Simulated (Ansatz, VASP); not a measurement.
CdF2 in VASP and in Ansatz

```
CELL_PARAMETERS angstrom
0.00000 2.69400 2.69400
2.69400 0.00000 2.69400
2.69400 2.69400 0.00000
ATOMIC_POSITIONS crystal
Cd 0.01392 0.98608 0.01392
F 0.25000 0.25000 0.25000
F 0.75000 0.75000 0.75000
```

Change from the starting cell: all Cd atoms moved +0.075 Å, as atom 1 along Cartesian [0 1 0].

Alike in both runs: task single point; functional r2SCAN; k mesh 8 × 8 × 8; occupations gaussian, width 0.05 eV; no spin polarisation.

```csv
,VASP,Ansatz
version,VASP 6.6.1,Ansatz 0.2.0
potentials or method,"VASP PAW PBE potentials, release 64 (Cd, F), cutoff 520 eV","scalar-relativistic, plane waves, PAW"
valence electrons in the cell,26,34
```

```tsv
	VASP	Ansatz	Ansatz less VASP
gap on the k mesh at the Fermi level (eV)	3.74	3.79	+0.045
least direct gap on the mesh (eV)	4.25	4.31	+0.054
pressure (GPa)	1.4	0.4	-1.01
traceless stress, the component that is largest in VASP (GPa)	-0.18	-0.16	+0.027
rms of the force components (eV/Å)	0.181	0.161	-0.0201
```

VASP's potentials were made for PBE, not for r2SCAN. Atom by atom the forces differ by 0.020 eV/Å (rms over components). VASP's potentials hold 26 valence electrons a cell and Ansatz's 34, so a difference there can come from the potentials and not from the codes.
